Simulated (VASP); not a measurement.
# KC (P4/mmm) in VASP: single point with PBE

Aim: the single point of KC with PBE.

Everything below comes from runs of VASP 6.6.1. Logs are shortened: lines on timing, memory, paths and dates and some standing lists are left out, and cuts for length are marked.

### 1 The cell of the first run

It takes space group P4/mmm (No. 123, tetragonal). Conventional cell: a = 4.037 Å, b = 4.037 Å, c = 6.185 Å, α = 90.00°, β = 90.00°, γ = 90.00°. K (site symmetry 4/mmm) has 8 C at 2.92 Å and 6 K at 3.09 to 4.04 Å within 4.1 Å. Within 4.1 Å of K (site symmetry 4/mmm) lie 6 K at 3.09 to 4.04 Å and 8 C at 3.77 Å. C (site symmetry 4mm) has 1 C at 1.27 Å within 1.7 Å.

The cell was generated, and may not be a known phase.

### 2 Single point, PBE

Input file INCAR:

```
ALGO = Normal ; EDIFF = 1E-6
ENCUT = 1300 ; GGA = PE
GGA_COMPAT = False ; ISIF = 2
ISMEAR = 0 ; LASPH = True
LCHARG = False ; LREAL = False
LWAVE = False ; NBANDS = 21
NELM = 120 ; PREC = Accurate
SIGMA = 0.02
```

Input file KPOINTS:

```
k-points
0
Gamma
  8 8 6
```

Input file POSCAR:

```
KC
1.0
    4.0374604212      0.0000000000      0.0000000000
    0.0000000000      4.0374604212      0.0000000000
    0.0000000000      0.0000000000      6.1851289446
K C
2 2
Direct
    0.5000000000      0.5000000000      0.5000000000
    0.5000000000      0.5000000000      0.0000000000
    0.0000000000      0.0000000000      0.6024831405
    0.0000000000      0.0000000000      0.3975168595
```

Potentials or basis: VASP PAW PBE potentials, release 64 (K_sv, C_h).

Command:

```
cat potpaw_PBE.64/K_sv/POTCAR potpaw_PBE.64/C_h/POTCAR > POTCAR
mpirun -np 1 vasp_std > vasp.out
```

OUTCAR:

```text
EDIFF = 1E-6
   ENCUT = 1300
   GGA = PE
   ISIF = 2
   ISMEAR = 0
   LASPH = True
   LREAL = False
   NELM = 120
   PREC = Accurate

 ion  position               nearest neighbor table
   1  0.500  0.500  0.500-   2 3.09   2 3.09
   2  0.500  0.500  0.000-   1 3.09   1 3.09
   3  0.000  0.000  0.602-   4 1.27
   4  0.000  0.000  0.398-   3 1.27

  LATTYP: Found a simple tetragonal cell.
 ALAT       =     4.0374604212
 C/A-ratio  =     1.5319354989

  Lattice vectors:

 A1 = (   4.0374604212,   0.0000000000,   0.0000000000)
 A2 = (   0.0000000000,   4.0374604212,   0.0000000000)
 A3 = (   0.0000000000,   0.0000000000,   6.1851289446)

Analysis of symmetry for initial positions (statically):
=====================================================================
 Subroutine PRICEL returns:
 Original cell was already a primitive cell.

 Routine SETGRP: Setting up the symmetry group for a
 simple tetragonal supercell.

 Subroutine GETGRP returns: Found 16 space group operations
 (whereof 16 operations were pure point group operations)
 out of a pool of 16 trial point group operations.

The static configuration has the point symmetry D_4h.

Analysis of symmetry for dynamics (positions and initial velocities):
=====================================================================
 Subroutine PRICEL returns:
 Original cell was already a primitive cell.

 Routine SETGRP: Setting up the symmetry group for a
 simple tetragonal supercell.

 Subroutine GETGRP returns: Found 16 space group operations
 (whereof 16 operations were pure point group operations)
 out of a pool of 16 trial point group operations.

The dynamic configuration has the point symmetry D_4h.

 Subroutine INISYM returns: Found 16 space group operations
 (whereof 16 operations are pure point group operations),
 and found     1 'primitive' translations

----------------------------------------------------------------------------------------

                                     Primitive cell

  volume of cell :     100.8243

  direct lattice vectors                    reciprocal lattice vectors
     4.037460421  0.000000000  0.000000000     0.247680447  0.000000000  0.000000000
     0.000000000  4.037460421  0.000000000     0.000000000  0.247680447  0.000000000
     0.000000000  0.000000000  6.185128945     0.000000000  0.000000000  0.161678117

[... 80 lines left out ...]
   ICHARG =      2    charge: 1-file 2-atom 10-const
   ISPIN  =      1    spin polarized calculation?
   LNONCOLLINEAR =      F non collinear calculations
   LSORBIT =      F    spin-orbit coupling
   LASPH  =      T    aspherical Exc in radial PAW
   ENCUT  = 1300.0 eV  95.55 Ry    9.77 a.u.  11.87 11.87 18.18*2*pi/ulx,y,z
   NELM   =    120;   NELMIN=  2; NELMDL= -5     # of ELM steps
   EDIFF  = 0.1E-05   stopping-criterion for ELM
   LREAL  =      F    real-space projection
   EDIFFG = 0.1E-04   stopping-criterion for IOM
   NSW    =      0    number of steps for IOM
   IBRION =     -1    ionic relax: 0-MD 1-quasi-New 2-CG
   NFREE  =      0    steps in history (QN), initial steepest desc. (CG)
   ISIF   =      2    stress and relaxation
   ISYM   =      2    0-nonsym 1-usesym 2-fastsym
   POTIM  = 0.5000    time-step for ionic-motion
   TEBEG  =    0.0;   TEEND  =   0.0 temperature during run
   PSTRESS=    0.0 pullay stress
   NELECT =      26.0000    total number of electrons
   NUPDOWN=      -1.0000    fix difference up-down
   EMIN   =  10.00;   EMAX   =-10.00  energy-range for DOS
   EFERMI =   0.00;   METHOD = LEGACY
   ISMEAR =     0;   SIGMA  =   0.02  broadening in eV -4-tet -1-fermi 0-gaus
   EFERMI_NEDOS =   21; number of points for ismear=-14 and -15
   IALGO  =     38    algorithm
   IMIX   =      4    mixing-type and parameters
     AMIX     =   0.40;   BMIX     =  1.00
     AMIX_MAG =   1.60;   BMIX_MAG =  1.00
  volume/ion in A,a.u.               =      25.21       170.10
  Fermi-wavevector in a.u.,A,eV,Ry     =   1.042023  1.969139 14.773382  1.085813
  Thomas-Fermi vector in A             =   2.176670
   LORBIT       =      0    0 simple, 1 ext, 2 COOP (PROOUT), +10 PAW based schemes
   GGA     = PE    functional components
   LHFCALC =     F    Hartree Fock is set to
   AEXX    =    0.0000 exact exchange contribution
   IVDW    =     0    specifies the selected vdW correction
   LEPSILON=     F    determine dielectric tensor
   LRPA    =     F    only Hartree local field effects (RPA)
 non-spin polarized calculation
 Gauss-broadening in eV      SIGMA  =   0.02
  energy-cutoff  :     1300.00
  volume of cell :      100.82
 maximum number of plane-waves:     10764
 NGX is ok and might be reduce to    48
   NGX = 23   NGY = 23   NGZ = 37

 number of electron      26.0000000 magnetization

 Free energy of the ion-electron system (eV)
  ---------------------------------------------------
  ext. energy  EPLUGINS =         0.00000000
  ---------------------------------------------------
  free energy    TOTEN  =       -18.45814582 eV

  energy without entropy =      -18.45814582  energy(sigma->0) =      -18.45814582

 E-fermi :   0.0437     XC(G=0):  -7.6393

 val. band max:       -0.0648268003   @ k =   0.5000   0.5000   0.5000
 cond. band min:       2.4211599216   @ k =   0.5000   0.0000   0.5000
 fundamental gap:      2.4859867220
 Fermi energy:         0.0436632471

 k-point     1 :       0.0000    0.0000    0.0000
  band No.  band energies     occupation
      1     -31.4246      2.00000
      2     -29.1302      2.00000
      3     -15.1303      2.00000
      4     -14.7835      2.00000
      5     -14.7835      2.00000
      6     -12.8157      2.00000
[... 565 lines left out ...]
     20       6.6971      0.00000
     21       7.1237      0.00000

 [... further k-points ...]
[... 5 lines left out ...]
  --------------------------------------------------------------------------------------
  -------------------------------------------------------------------------------------
  Total        0.0504256      0.0504256      0.0106083      0.0000000     -0.0000000      0.0000000
  in kB        0.8013026      0.8013026      0.1685736      0.0000000     -0.0000000      0.0000000
  external PRESSURE =       0.5903929 kB  Pullay stress =       0.0000000 kB

 VOLUME and BASIS-vectors are now :
 -----------------------------------------------------------------------------
  energy-cutoff  :     1300.00
  volume of cell :      100.82
      direct lattice vectors                 reciprocal lattice vectors
     4.037460421  0.000000000  0.000000000     0.247680447  0.000000000  0.000000000
     0.000000000  4.037460421  0.000000000     0.000000000  0.247680447  0.000000000
     0.000000000  0.000000000  6.185128945     0.000000000  0.000000000  0.161678117

 POSITION                                       TOTAL-FORCE (eV/Angst)
 -----------------------------------------------------------------------------------
      2.01873      2.01873      3.09256         0.000000     -0.000000      0.000000
      2.01873      2.01873      0.00000         0.000000     -0.000000      0.000000
      0.00000      0.00000      3.72644         0.000000      0.000000     -0.011443
      0.00000      0.00000      2.45869        -0.000000     -0.000000      0.011443
 -----------------------------------------------------------------------------------
    total drift:                                0.000000     -0.000000     -0.000000

  FREE ENERGIE OF THE ION-ELECTRON SYSTEM (eV)
  ---------------------------------------------------
  free  energy   TOTEN  =       -18.4581458177 eV

  energy  without entropy=      -18.4581458177  energy(sigma->0) =      -18.45814582
```

stdout:

```text
POSCAR found type information on POSCAR K C
 POSCAR found :  2 types and       4 ions
 scaLAPACK will be used
 LDA part: xc-table for (Slater+PW92), standard interpolation
 POSCAR, INCAR and KPOINTS ok, starting setup
 FFT: planning ... GRIDC
 FFT: planning ... GRID_SOFT
 FFT: planning ... GRID
 WAVECAR not read
 entering main loop
```

Run time: 9 min. Hardware: 1 thread of Intel Xeon Platinum 8259CL at 2.50GHz (Skylake/Cascade Lake), shared host; peak memory 0.72 GiB.

Results:

```yaml
Free_energy: -18.4581 eV
Pressure: 0.1 GPa
Largest_force: 0.011 eV/Å
Band_gap_on_the_k_mesh: 2.49 eV (least direct gap 2.82 eV)
```

Forces on the atoms (eV/Å):
```
K    0.000  0.000  0.000
K    0.000  0.000  0.000
C    0.000  0.000 -0.011
C    0.000  0.000  0.011
```

Levels at points of the mesh, in eV from the valence-band top:
| k point | band 10 | band 11 | band 12 | band 13 | band 14 | band 15 | band 16 | band 17 |
| --- | --- | --- | --- | --- | --- | --- | --- | --- |
| (0.00, 0.00, 0.00) | -3.09 | -1.47 | -0.52 | -0.52 | 3.38 | 4.38 | 4.72 | 4.82 |
| (0.50, 0.00, 0.00) | -3.08 | -1.89 | -0.93 | -0.58 | 3.37 | 4.21 | 5.13 | 5.22 |
| (0.50, 0.50, 0.00) | -2.71 | -1.11 | -1.11 | -0.40 | 2.87 | 2.87 | 4.48 | 5.09 |
| (0.00, 0.00, 0.50) | -3.40 | -0.69 | -0.52 | -0.52 | 2.60 | 4.75 | 5.30 | 5.30 |
| (0.50, 0.00, 0.50) | -3.16 | -1.80 | -0.91 | -0.34 | 2.49 | 4.98 | 5.50 | 5.82 |
| (0.50, 0.50, 0.50) | -2.88 | -1.12 | -1.12 | 0.00 | 3.13 | 3.13 | 4.63 | 5.60 |
